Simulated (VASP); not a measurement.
MoW5, 6 atoms in the cell. It takes space group P4/mmm (No. 123, tetragonal). The conventional cell has a = 3.211 Å, b = 3.211 Å, c = 9.636 Å, α = 90.00°, β = 90.00°, γ = 90.00°. Mo (site symmetry 4/mmm) has 10 W at 2.78 to 3.21 Å and 4 Mo at 3.21 Å within 3.7 Å. W (site symmetry 4mm) has 4 Mo at 2.78 Å and 10 W at 2.78 to 3.22 Å within 3.7 Å. W (site symmetry 4mm) has 13 W at 2.78 to 3.22 Å and 1 Mo at 3.21 Å within 3.7 Å. W (site symmetry 4/mmm) has 14 W at 2.78 to 3.22 Å within 3.7 Å.  This cell differs from its parent crystal: volume scaled by 1.03, then relaxed in part.

```yaml
Program: VASP 6.6.1
Task: single point
Functional: PBE
Potentials_or_basis: VASP PAW PBE potentials, release 64 (Mo_sv, W_sv)
Cutoff: 520 eV
k_mesh: 12 × 12 × 4
Occupations: gaussian, width 0.1 eV
Spin: no spin polarisation
Dipole_correction: no
Further_INCAR_settings: ALGO = Fast; EDIFF = 1e-06; NBANDS = 51
```

Potentials or basis: VASP PAW PBE potentials, release 64 (Mo_sv, W_sv).

Launch:

```bash
$ cat potpaw_PBE.64/Mo_sv/POTCAR potpaw_PBE.64/W_sv/POTCAR > POTCAR
$ mpirun -np 1 vasp_std > vasp.out
```

Hardware: 1 thread of Intel(R) Xeon(R) Platinum 8488C (Sapphire Rapids) (shared host).

Question: Estimate the wall time of this run.

Answer: It took 12 min on 1 thread of Intel(R) Xeon(R) Platinum 8488C (Sapphire Rapids), on a shared host, peak memory 0.43 GiB. Counts: scf iterations 15, k points 84.
